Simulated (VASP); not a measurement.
# FePtRh (P4/nmm) in VASP: notebook

FePtRh is run at these levels: LDA; tasks: single point.

Everything below comes from runs of VASP 6.6.1. Logs are shortened: lines on timing, memory, paths and dates and some standing lists are left out, and cuts for length are marked.

## Step 1: The cell of the first run

Symmetry: P4/nmm, No. 129, tetragonal system. Conventional cell: a = 3.667 Å, b = 3.667 Å, c = 5.986 Å, α = 90.00°, β = 90.00°, γ = 90.00°. Pt (site symmetry -4m2) has 4 Fe at 2.55 Å and 4 Pt at 2.59 Å and 4 Rh at 2.73 Å within 3.4 Å. Within 2.9 Å of Rh (site symmetry 4mm) lie 5 Fe at 2.20 to 2.61 Å and 4 Pt at 2.73 Å. Within 2.9 Å of Fe (site symmetry 4mm) lie 5 Rh at 2.20 to 2.61 Å and 4 Pt at 2.55 Å.

## Step 2: Single point, LDA

The input, INCAR:

```
SYSTEM = FePtRh
PREC = Accurate
ENCUT = 520
EDIFF = 1E-6
ISMEAR = 0
SIGMA = 0.0112
LREAL = .False.
LASPH = .True.
NELM = 80
ALGO = Normal
ISIF = 2
LWAVE = .False.
LCHARG = .True.
LELF = .True.
LVHAR = .True.
NBANDS = 42
```

The input, KPOINTS:

```
regular mesh
0
Gamma
  5 5 3
  0 0 0
```

The input, POSCAR:

```
FePtRh
1.0
    3.6673928004      0.0000000000      0.0000000000
    0.0000000000      3.6673928004      0.0000000000
    0.0000000000      0.0000000000      5.9864334843
Pt Rh Fe
2 2 2
Direct
    0.0000000000      0.0000000000      0.0000000000
    0.5000000000      0.5000000000      0.0000000000
    0.0000000000      0.5000000000      0.6629590346
    0.5000000000      0.0000000000      0.3370409654
    0.0000000000      0.5000000000      0.2950106063
    0.5000000000      0.0000000000      0.7049893937
```

Potentials or basis: VASP PAW LDA potentials, release 64 (Pt, Rh_pv, Fe).

On the command line:

```console
$ cat potpaw_LDA.64/Pt/POTCAR potpaw_LDA.64/Rh_pv/POTCAR potpaw_LDA.64/Fe/POTCAR > POTCAR
$ mpirun -np 1 vasp_std > vasp.out
```

OUTCAR:

```text
SYSTEM = FePtRh
   PREC = Accurate
   ENCUT = 520
   EDIFF = 1E-6
   ISMEAR = 0
   LREAL = .False.
   LASPH = .True.
   NELM = 80
   ISIF = 2

 ion  position               nearest neighbor table
   1  0.000  0.000  0.000-   5 2.55   6 2.55   5 2.55   6 2.55   2 2.59   2 2.59   2 2.59   2 2.59
                             3 2.73   4 2.73   3 2.73   4 2.73
   2  0.500  0.500  0.000-   5 2.55   6 2.55   6 2.55   5 2.55   1 2.59   1 2.59   1 2.59   1 2.59
                             3 2.73   3 2.73   4 2.73   4 2.73
   3  0.000  0.500  0.663-   5 2.20   6 2.61   6 2.61   6 2.61   6 2.61   1 2.73   2 2.73   2 2.73
                             1 2.73   4 3.25   4 3.25   4 3.25   4 3.25
   4  0.500  0.000  0.337-   6 2.20   5 2.61   5 2.61   5 2.61   5 2.61   1 2.73   1 2.73   2 2.73
                             2 2.73   3 3.25   3 3.25   3 3.25   3 3.25
   5  0.000  0.500  0.295-   3 2.20   2 2.55   1 2.55   1 2.55   2 2.55   4 2.61   4 2.61   4 2.61
                             4 2.61
   6  0.500  0.000  0.705-   4 2.20   2 2.55   1 2.55   2 2.55   1 2.55   3 2.61   3 2.61   3 2.61
                             3 2.61

  LATTYP: Found a simple tetragonal cell.
 ALAT       =     3.6673928004
 C/A-ratio  =     1.6323404146

  Lattice vectors:

 A1 = (   3.6673928004,   0.0000000000,   0.0000000000)
 A2 = (   0.0000000000,   3.6673928004,   0.0000000000)
 A3 = (   0.0000000000,   0.0000000000,   5.9864334843)

Analysis of symmetry for initial positions (statically):
=====================================================================
 Subroutine PRICEL returns:
 Original cell was already a primitive cell.

 Routine SETGRP: Setting up the symmetry group for a
 simple tetragonal supercell.

 Subroutine GETGRP returns: Found 16 space group operations
 (whereof  8 operations were pure point group operations)
 out of a pool of 16 trial point group operations.

The static configuration has the point symmetry D_2d.
 The point group associated with its full space group is D_4h.

Analysis of symmetry for dynamics (positions and initial velocities):
=====================================================================
 Subroutine PRICEL returns:
 Original cell was already a primitive cell.

 Routine SETGRP: Setting up the symmetry group for a
 simple tetragonal supercell.

 Subroutine GETGRP returns: Found 16 space group operations
 (whereof  8 operations were pure point group operations)
 out of a pool of 16 trial point group operations.

The dynamic configuration has the point symmetry D_2d.
 The point group associated with its full space group is D_4h.

 Subroutine INISYM returns: Found 16 space group operations
 (whereof  8 operations are pure point group operations),
 and found     1 'primitive' translations

----------------------------------------------------------------------------------------

                                     Primitive cell

  volume of cell :      80.5162

  direct lattice vectors                    reciprocal lattice vectors
     3.667392800  0.000000000  0.000000000     0.272673273  0.000000000  0.000000000
     0.000000000  3.667392800  0.000000000     0.000000000  0.272673273  0.000000000
     0.000000000  0.000000000  5.986433484     0.000000000  0.000000000  0.167044368

  length of vectors
     3.667392800  3.667392800  5.986433484     0.272673273  0.272673273  0.167044368

  position of ions in fractional coordinates (direct lattice)
     0.000000000  0.000000000  0.000000000
     0.500000000  0.500000000  0.000000000
     0.000000000  0.500000000  0.662959035
     0.500000000  0.000000000  0.337040965
     0.000000000  0.500000000  0.295010606
     0.500000000  0.000000000  0.704989394

  ion indices of the primitive-cell ions
   primitive index   ion index
                 1           1
                 2           2
                 3           3
                 4           4
                 5           5
                 6           6

----------------------------------------------------------------------------------------

 KPOINTS: regular mesh

Automatic generation of k-mesh.
 Grid dimensions read from file:
 generate k-points for:    5    5    3

 Generating k-lattice:

  Cartesian coordinates                     Fractional coordinates (reciprocal lattice)
     0.054534655  0.000000000  0.000000000     0.200000000  0.000000000  0.000000000
     0.000000000  0.054534655  0.000000000     0.000000000  0.200000000  0.000000000
     0.000000000  0.000000000  0.055681456     0.000000000  0.000000000  0.333333333

  Length of vectors
     0.054534655  0.054534655  0.055681456

  Shift w.r.t. Gamma in fractional coordinates (k-lattice)
     0.000000000  0.000000000  0.000000000

 Subroutine IBZKPT returns following result:
 ===========================================

 Found     12 irreducible k-points:

 Following reciprocal coordinates:
            Coordinates               Weight
  0.000000  0.000000  0.000000      1.000000
  0.200000  0.000000  0.000000      4.000000
  0.400000  0.000000  0.000000      4.000000
  0.200000  0.200000  0.000000      4.000000
  0.400000  0.200000  0.000000      8.000000
  0.400000  0.400000  0.000000      4.000000
  0.000000  0.000000  0.333333      2.000000
  0.200000  0.000000  0.333333      8.000000
  0.400000  0.000000  0.333333      8.000000
  0.200000  0.200000  0.333333      8.000000
  0.400000  0.200000  0.333333     16.000000
  0.400000  0.400000  0.333333      8.000000
   k-points           NKPTS =     12   k-points in BZ     NKDIM =     12   number of bands    NBANDS=     42
   number of dos      NEDOS =    301   number of ions     NIONS =      6
   total plane-waves  NPLWV =  37632
   dimension x,y,z NGX =    28 NGY =   28 NGZ =   48
   dimension x,y,z NGXF=    56 NGYF=   56 NGZF=   96
   ions per type =               2   2   2
   NGX,Y,Z   is equivalent  to a cutoff of  12.69, 12.69, 13.33 a.u.
   NGXF,Y,Z  is equivalent  to a cutoff of  25.39, 25.39, 26.66 a.u.
 SYSTEM =  FePtRh
   PREC   = accura    normal or accurate (medium, high low for compatibility)
   ISTART =      0    job   : 0-new  1-cont  2-samecut
   ICHARG =      2    charge: 1-file 2-atom 10-const
   ISPIN  =      1    spin polarized calculation?
   LNONCOLLINEAR =      F non collinear calculations
   LSORBIT =      F    spin-orbit coupling
   LASPH  =      T    aspherical Exc in radial PAW
   ENCUT  =  520.0 eV  38.22 Ry    6.18 a.u.   6.82  6.82 11.13*2*pi/ulx,y,z
   NELM   =     80;   NELMIN=  2; NELMDL= -5     # of ELM steps
   EDIFF  = 0.1E-05   stopping-criterion for ELM
   LREAL  =      F    real-space projection
   EDIFFG = 0.1E-04   stopping-criterion for IOM
   NSW    =      0    number of steps for IOM
   IBRION =     -1    ionic relax: 0-MD 1-quasi-New 2-CG
   NFREE  =      0    steps in history (QN), initial steepest desc. (CG)
   ISIF   =      2    stress and relaxation
   ISYM   =      2    0-nonsym 1-usesym 2-fastsym
   POTIM  = 0.5000    time-step for ionic-motion
   TEBEG  =    0.0;   TEEND  =   0.0 temperature during run
   PSTRESS=    0.0 pullay stress
   NELECT =      66.0000    total number of electrons
   NUPDOWN=      -1.0000    fix difference up-down
   EMIN   =  10.00;   EMAX   =-10.00  energy-range for DOS
   EFERMI =   0.00;   METHOD = LEGACY
   ISMEAR =     0;   SIGMA  =   0.01  broadening in eV -4-tet -1-fermi 0-gaus
   EFERMI_NEDOS =   21; number of points for ismear=-14 and -15
   IALGO  =     38    algorithm
   IMIX   =      4    mixing-type and parameters
     AMIX     =   0.40;   BMIX     =  1.00
     AMIX_MAG =   1.60;   BMIX_MAG =  1.00
  volume/ion in A,a.u.               =      13.42        90.56
  Fermi-wavevector in a.u.,A,eV,Ry     =   1.532128  2.895303 31.938549  2.347417
  Thomas-Fermi vector in A             =   2.639377
   LORBIT       =      0    0 simple, 1 ext, 2 COOP (PROOUT), +10 PAW based schemes
   GGA     = CA    functional components
   LHFCALC =     F    Hartree Fock is set to
   AEXX    =    0.0000 exact exchange contribution
   IVDW    =     0    specifies the selected vdW correction
   LEPSILON=     F    determine dielectric tensor
   LRPA    =     F    only Hartree local field effects (RPA)
 non-spin polarized calculation
 Gauss-broadening in eV      SIGMA  =   0.01
  energy-cutoff  :      520.00
  volume of cell :       80.52
 maximum number of plane-waves:      2182
 NGX is ok and might be reduce to    28
   NGX = 13   NGY = 13   NGZ = 23

 number of electron      65.9999998 magnetization

 Free energy of the ion-electron system (eV)
  ---------------------------------------------------
  ext. energy  EPLUGINS =         0.00000000
  ---------------------------------------------------
  free energy    TOTEN  =       -48.93493202 eV

  energy without entropy =      -48.93437443  energy(sigma->0) =      -48.93465322

 E-fermi :  10.0545     XC(G=0): -13.7549

 val. band max:       10.0516940617   @ k =   0.2000   0.0000   0.0000
 cond. band min:      10.0782942168   @ k =   0.4000   0.2000   0.3333
 fundamental gap:      0.0266001551
 Fermi energy:        10.0545169889

 k-point     1 :       0.0000    0.0000    0.0000
  band No.  band energies     occupation
      1     -36.6209      2.00000
      2     -36.5887      2.00000
      3     -36.2306      2.00000
      4     -36.2306      2.00000
      5     -36.2044      2.00000
      6     -36.2044      2.00000
[... 34 lines left out ...]
     41      12.9962      0.00000
     42      19.8617      0.00000

 k-point     2 :       0.2000    0.0000    0.0000
  band No.  band energies     occupation
      1     -36.6178      2.00000
      2     -36.5919      2.00000
      3     -36.2321      2.00000
      4     -36.2284      2.00000
      5     -36.2110      2.00000
      6     -36.2071      2.00000
[... 34 lines left out ...]
     41      15.1267      0.00000
     42      16.7466      0.00000

 k-point     3 :       0.4000    0.0000    0.0000
  band No.  band energies     occupation
      1     -36.6098      2.00000
      2     -36.5999      2.00000
      3     -36.2321      2.00000
      4     -36.2241      2.00000
      5     -36.2223      2.00000
      6     -36.2141      2.00000
[... 357 lines left out ...]
      4     -36.2316      2.00000
      5     -36.2181      2.00000
      6     -36.2107      2.00000
[... 34 lines left out ...]
     41      15.6230      0.00000
     42      16.1289      0.00000

 k-point    12 :       0.4000    0.4000    0.3333
  band No.  band energies     occupation
      1     -36.6050      2.00000
      2     -36.6022      2.00000
      3     -36.2434      2.00000
      4     -36.2413      2.00000
      5     -36.2127      2.00000
      6     -36.2097      2.00000
[... 34 lines left out ...]
     41      14.0280      0.00000
     42      14.7677      0.00000

------------------------ aborting loop because EDIFF is reached ----------------------------------------

  FORCE on cell =-STRESS in cart. coord.  units (eV):
  Direction    XX          YY          ZZ          XY          YZ          ZX
  --------------------------------------------------------------------------------------
  -------------------------------------------------------------------------------------
  Total        0.2173243      0.2173243      0.4568584      0.0000000      0.0000000     -0.0000000
  in kB        4.3244991      4.3244991      9.0909479      0.0000000      0.0000000     -0.0000000
  external PRESSURE =       5.9133154 kB  Pullay stress =       0.0000000 kB

 VOLUME and BASIS-vectors are now :
 -----------------------------------------------------------------------------
  energy-cutoff  :      520.00
  volume of cell :       80.52
      direct lattice vectors                 reciprocal lattice vectors
     3.667392800  0.000000000  0.000000000     0.272673273  0.000000000  0.000000000
     0.000000000  3.667392800  0.000000000     0.000000000  0.272673273  0.000000000
     0.000000000  0.000000000  5.986433484     0.000000000  0.000000000  0.167044368

 POSITION                                       TOTAL-FORCE (eV/Angst)
 -----------------------------------------------------------------------------------
      0.00000      0.00000      0.00000        -0.000000     -0.000000      0.000000
      1.83370      1.83370      0.00000         0.000000      0.000000      0.000000
      0.00000      1.83370      3.96876        -0.000000     -0.000000      0.076160
      1.83370      0.00000      2.01767         0.000000     -0.000000     -0.076160
      0.00000      1.83370      1.76606        -0.000000     -0.000000     -0.049267
      1.83370      0.00000      4.22037         0.000000     -0.000000      0.049267
 -----------------------------------------------------------------------------------
    total drift:                                0.000000      0.000000      0.000000

  FREE ENERGIE OF THE ION-ELECTRON SYSTEM (eV)
  ---------------------------------------------------
  free  energy   TOTEN  =       -48.9349320197 eV

  energy  without entropy=      -48.9343744278  energy(sigma->0) =      -48.93465322
```

Run time: 88 s. Hardware: 1 thread of Intel Xeon 8259CL, shared host; peak memory 0.18 GiB.

What came out:

* Free energy: -48.9349 eV
* Pressure: 0.6 GPa
* Largest force: 0.076 eV/Å
* Band gap on the k mesh: zero (bands 33 and 34 overlap by 0.88 eV)

Forces on the atoms (eV/Å):
```
Pt   0.000  0.000  0.000
Pt   0.000  0.000  0.000
Rh   0.000  0.000  0.076
Rh   0.000  0.000 -0.076
Fe   0.000  0.000 -0.049
Fe   0.000  0.000  0.049
```

Caveat: spin-orbit coupling is left out, which moves the levels of the heavy elements; the run has no spin polarisation, though such a crystal can be magnetic.

## Step 3: Single point, LDA

The input, INCAR:

```
SYSTEM = FePtRh
ALGO     = Normal         ! electronic algorithm
EDIFF    = 1E-7           ! SCF threshold, eV
ENCUT    = 520            ! plane-wave cutoff, eV
ISIF     = 2              ! what is computed and relaxed
ISMEAR   = 0              ! smearing method
LASPH    = .TRUE.         ! aspherical terms in the spheres
LCHARG   = .FALSE.        ! write CHGCAR
LREAL    = .FALSE.        ! projectors in reciprocal space
LWAVE    = .FALSE.        ! write WAVECAR
NBANDS   = 42             ! bands
NELM     = 80             ! most SCF steps
PREC     = Accurate       ! precision mode
SIGMA    = 0.0112         ! smearing width, eV
```

The input, KPOINTS:

```
Automatic mesh
0
Gamma
  5 5 3
  0.5 0.5 0.5
```

The input, POSCAR:

```
FePtRh
1.0
    3.6630762155      0.0000000000      0.0000000000
    0.0000000000      3.6630762155      0.0000000000
    0.0000000000      0.0000000000      5.9989231359
Pt Rh Fe
2 2 2
Direct
    0.0000000000      0.0000000000      0.0000000000
    0.5000000000      0.5000000000      0.0000000000
    0.0000000000      0.5000000000      0.6647419161
    0.5000000000      0.0000000000      0.3352580839
    0.0000000000      0.5000000000      0.2956032912
    0.5000000000      0.0000000000      0.7043967088
```

Potentials or basis: VASP PAW LDA potentials, release 64 (Pt, Rh_pv, Fe).

On the command line:

```console
$ cat potpaw_LDA.64/Pt/POTCAR potpaw_LDA.64/Rh_pv/POTCAR potpaw_LDA.64/Fe/POTCAR > POTCAR
$ mpirun -np 1 vasp_std > vasp.out
```

It took 92 s on 1 thread of Intel Xeon 8259CL, shared host; peak memory 0.18 GiB.

It converged, with:

```
Free energy            : -48.8820 eV
Pressure               : 0.6 GPa
Largest force          : 0.050 eV/Å
Band gap on the k mesh : zero (bands 33 and 34 overlap by 0.49 eV)
```

Forces in eV/Å, atoms in the order of the input:
```
Pt   0.000  0.000  0.000
Pt   0.000  0.000  0.000
Rh   0.000  0.000  0.050
Rh   0.000  0.000 -0.050
Fe   0.000  0.000 -0.029
Fe   0.000  0.000  0.029
```

Stress tensor (GPa, compression positive):
```
0.45 0.00 0.00
0.00 0.45 0.00
0.00 0.00 0.93
```

Levels at points of the mesh, in eV from the Fermi level:
```tsv
k point	band 30	band 31	band 32	band 33	band 34	band 35	band 36	band 37
(0.50, 0.50, 0.50)	-0.99	-0.43	-0.43	-0.05	-0.05	0.21	0.21	0.61
```

Caveat: spin-orbit coupling is left out, which moves the levels of the heavy elements; the run has no spin polarisation, though such a crystal can be magnetic.
